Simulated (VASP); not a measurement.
Input of a VASP 6.6.1 run:

The input INCAR:

```
SYSTEM = BP
ALGO = Normal ; EDIFF = 1E-6
ENCUT = 520 ; GGA = PE
ISIF = 2 ; ISMEAR = 0
LASPH = .TRUE. ; LCHARG = .FALSE.
LREAL = .FALSE. ; LWAVE = .FALSE.
NBANDS = 11 ; NELM = 60
PREC = Accurate ; SIGMA = 0.025
```

The input KPOINTS:

```
k-points
0
G
  10 10 10
  0 0 0
```

Contents of POSCAR:

```
BP
1.0
    0.0000000000      2.2690000000      2.2690000000
    2.2690000000      0.0000000000      2.2690000000
    2.2690000000      2.2690000000      0.0000000000
P B
1 1
Direct
    0.7500000000      0.7500000000      0.7500000000
    0.0000000000      0.0000000000      0.0000000000
```

Potentials or basis: VASP PAW PBE potentials, release 64 (P, B).

Command:

```bash
$ cat potpaw_PBE.64/P/POTCAR potpaw_PBE.64/B/POTCAR > POTCAR
$ mpirun -np 1 vasp_std > vasp.out
```

Task: Predict the band gap on the k mesh.

Result: 1.24 eV, indirect (least direct gap 3.40 eV).

Task: What does it give for the pressure?

Result: 0.9 GPa.

A k mesh can miss the band edges. As with any semilocal functional, this PBE gap is likely too small.
